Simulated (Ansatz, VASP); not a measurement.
One calculation of CdS, two programs

The input POSCAR:

```
CdS
1.0
    4.1646012827      0.0000000000      0.0000000000
   -2.0823006414      3.6066505075      0.0000000000
    0.0000000000      0.0000000000      6.5630301753
Cd S
2 2
Direct
    0.3333333333      0.6666666667     -0.0048880970
    0.6666666667      0.3333333333      0.4951119030
    0.3333333333      0.6666666667      0.3798880970
    0.6666666667      0.3333333333      0.8798880970
```

INCAR.step1

```
SYSTEM = CdS
ALGO = Normal
EDIFF = 1E-4
ENCUT = 520
GGA = PE
ISMEAR = 0
LASPH = .True.
LCHARG = .False.
LREAL = .False.
LWAVE = .True.
NBANDS = 26
NELM = 60
PREC = Accurate
SIGMA = 0.01
```

INCAR.step2

```
SYSTEM = CdS
ALGO = Normal
EDIFF = 1E-7
ENCUT = 520
ISIF = 2
ISMEAR = 0
ISTART = 1
LASPH = .True.
LCHARG = .False.
LMIXTAU = .True.
LREAL = .False.
LWAVE = .False.
METAGGA = R2SCAN
NBANDS = 26
NELM = 60
PREC = Accurate
SIGMA = 0.01
```

KPOINTS

```
k-points
0
Gamma
  12 12 4
  0 0 0
```

Input for Ansatz:

```yaml
crystal:
  lattice:
    - [4.1646012827, 0.0, 0.0]
    - [-2.0823006414, 3.6066505075, 0.0]
    - [0.0, 0.0, 6.5630301753]
  atoms:
    - { symbol: Cd, position: [0.3333333333, 0.6666666667, -0.004888097] }
    - { symbol: Cd, position: [0.6666666667, 0.3333333333, 0.495111903] }
    - { symbol: S, position: [0.3333333333, 0.6666666667, 0.379888097] }
    - { symbol: S, position: [0.6666666667, 0.3333333333, 0.879888097] }
kpoints:
  mp_grid: { grid: [12, 12, 4] }
  band_path:
    path:
      - [0.0, 0.0, 0.0]
      - [0.5, 0.0, 0.0]
      - [0.3333333333, 0.3333333333, 0.0]
      - [0.0, 0.0, 0.5]
      - [0.5, 0.0, 0.5]
      - [0.3333333333, 0.3333333333, 0.5]
    npoints: 1
hamiltonian:
  xc: r2scan
scf:
  occupations: { method: fixed }
  n_extra_bands: 5
output:
  forces: true
  stress: true
  eigenvalues: true
  write_density: true
  write_potential: true
  elf: true
  volumetric_format: npy
```

Change from the starting cell: uniaxial_z strain -3.0%.

Alike in both runs: task single point; functional r2SCAN; k mesh 12 × 12 × 4; no spin polarisation.

```csv
,VASP,Ansatz
version,VASP 6.6.1,Ansatz 0.2.0
potentials or method,"VASP PAW PBE potentials, release 64 (Cd, S)","plane waves, PAW"
plane-wave cutoff (eV),520,500
occupations,"gaussian, width 0.01 eV",fixed
valence electrons in the cell,36,52
```

Ansatz gave:

- gap on the k mesh at the Fermi level (eV): 1.72
- pressure (GPa): 1.9
- traceless stress, the component that is largest in VASP (GPa): 0.88

Estimate VASP's values.

gap on the k mesh at the Fermi level (eV): 1.71; pressure (GPa): 2.3; traceless stress, the component that is largest in VASP (GPa): 0.89.

VASP's potentials were made for PBE, not for r2SCAN. VASP's potentials hold 36 valence electrons a cell and Ansatz's 52, so a difference there can come from the potentials and not from the codes.
